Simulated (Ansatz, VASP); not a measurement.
# BaTiO3: VASP beside Ansatz

File POSCAR:

```
BaTiO3
1.0
    3.9940965264      0.0000000000      0.0000000000
    0.0000000000      3.9940965264      0.0000000000
    0.0000000000      0.0000000000      3.9940965264
Ba Ti O
1 1 3
Direct
    0.0000000000      0.0000000000      0.0000000000
    0.5000000000      0.5000000000      0.5000000000
    0.5000000000      0.5000000000      0.0000000000
    0.5000000000      0.0000000000      0.5000000000
    0.0000000000      0.5000000000      0.5000000000
```

File INCAR.step1:

```
PREC = Accurate
ENCUT = 520
EDIFF = 1E-5
ISMEAR = 0
SIGMA = 0.01
LREAL = F
LASPH = T
NELM = 100
ALGO = Normal
ISIF = 2
LWAVE = T
LCHARG = F
NBANDS = 28
GGA = PE
```

File INCAR.step2:

```
PREC = Accurate
ENCUT = 520
EDIFF = 1E-7
ISMEAR = 0
SIGMA = 0.01
LREAL = F
LASPH = T
NELM = 100
ALGO = Normal
ISIF = 2
LWAVE = F
LCHARG = F
GGA = PE
LHFCALC = T
HFSCREEN = 0.2079
PRECFOCK = Fast
NBANDS = 28
ISTART = 1
```

The input KPOINTS:

```
regular mesh
0
Gamma
  4 4 4
```

Input for Ansatz:

```yaml
crystal:
  lattice:
    - [3.9940965264, 0.0, 0.0]
    - [0.0, 3.9940965264, 0.0]
    - [0.0, 0.0, 3.9940965264]
  atoms:
    - { symbol: Ba, position: [0.0, 0.0, 0.0] }
    - { symbol: Ti, position: [0.5, 0.5, 0.5] }
    - { symbol: O, position: [0.5, 0.5, 0.0] }
    - { symbol: O, position: [0.5, 0.0, 0.5] }
    - { symbol: O, position: [0.0, 0.5, 0.5] }
kpoints:
  mp_grid: { grid: [4, 4, 4] }
  band_path:
    path: [[0.0, 0.0, 0.0], [0.0, 0.5, 0.0], [0.5, 0.5, 0.0], [0.5, 0.5, 0.5]]
    npoints: 1
hamiltonian:
  xc: hse06
scf:
  occupations: { method: fixed }
  n_extra_bands: 5
output:
  forces: true
  stress: true
  eigenvalues: true
```

Alike in both runs: task single point; functional HSE06; k mesh 4 × 4 × 4; no spin polarisation.

|  | VASP | Ansatz |
| --- | --- | --- |
| version | VASP 6.6.1 | Ansatz 0.2.0 |
| potentials or method | VASP PAW PBE potentials, release 64 (Ba_sv, Ti_sv, O) | plane waves, PAW |
| plane-wave cutoff (eV) | 520 | 420 |
| occupations | gaussian, width 0.01 eV | fixed |
| valence electrons in the cell | 40 | 40 |

VASP gave:

* gap on the k mesh at the Fermi level (eV): 3.14
* pressure (GPa): -0.6

Question: What did Ansatz give for the same quantities?

Answer: gap on the k mesh at the Fermi level (eV): 3.21; pressure (GPa): -2.3.

Ansatz's warnings: stress exchange threshold loose, stress scf threshold loose.

Spin-orbit coupling is off throughout.
